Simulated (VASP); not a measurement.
A run of VASP 6.6.1 is set up as follows.

The input INCAR:

```
SYSTEM = Ge
PREC     = Accurate       ! precision mode
ENCUT    = 520            ! plane-wave cutoff, eV
EDIFF    = 1E-6           ! SCF threshold, eV
ISMEAR   = 0              ! smearing method
SIGMA    = 0.15           ! smearing width, eV
LREAL    = .False.        ! projectors in reciprocal space
LASPH    = .True.         ! aspherical terms in the spheres
NELM     = 100            ! most SCF steps
ALGO     = Fast           ! electronic algorithm
ISIF     = 2              ! what is computed and relaxed
LWAVE    = .False.        ! write WAVECAR
LCHARG   = .False.        ! write CHGCAR
GGA      = CA             ! functional
NBANDS   = 66             ! bands
```

KPOINTS

```
Automatic mesh
0
Gamma
  9 9 9
  0 0 0
```

File POSCAR:

```
Ge
1.0
    5.0753000000      2.9302258212      1.8896000000
   -5.0753000000      2.9302258212      1.8896000000
    0.0000000000     -5.8604516424      1.8896000000
Ge
8
Direct
    0.7160372198      0.7160372198      0.7160372198
    0.2839627802      0.2839627802      0.2839627802
    0.0289443365      0.7253625346      0.5322921793
    0.5322921793      0.0289443365      0.7253625346
    0.7253625346      0.5322921793      0.0289443365
    0.9710556635      0.2746374654      0.4677078207
    0.4677078207      0.9710556635      0.2746374654
    0.2746374654      0.4677078207      0.9710556635
```

Potentials or basis: VASP PAW LDA potentials, release 64 (Ge_d).

Run with:

```sh
$ cat potpaw_LDA.64/Ge_d/POTCAR > POTCAR
$ mpirun -np 1 vasp_std > vasp.out
```

Question: What does it give for the pressure?

Answer: -3.3 GPa.

Question: Predict the band gap on the k mesh.

Answer: Zero (bands 56 and 57 overlap by 0.45 eV).

Question: What does it give for the largest force?

Answer: 0.513 eV/Å.

Forces in eV/Å, atoms in the order of the input:
```
Ge   0.000  0.000  0.513
Ge   0.000  0.000 -0.513
Ge   0.107 -0.373 -0.104
Ge   0.270  0.279 -0.104
Ge  -0.377  0.094 -0.104
Ge  -0.107  0.373  0.104
Ge  -0.270 -0.279  0.104
Ge   0.377 -0.094  0.104
```

Caveat: the cell stands under tension; semilocal functionals underestimate gaps, so a narrow gap can read as zero.
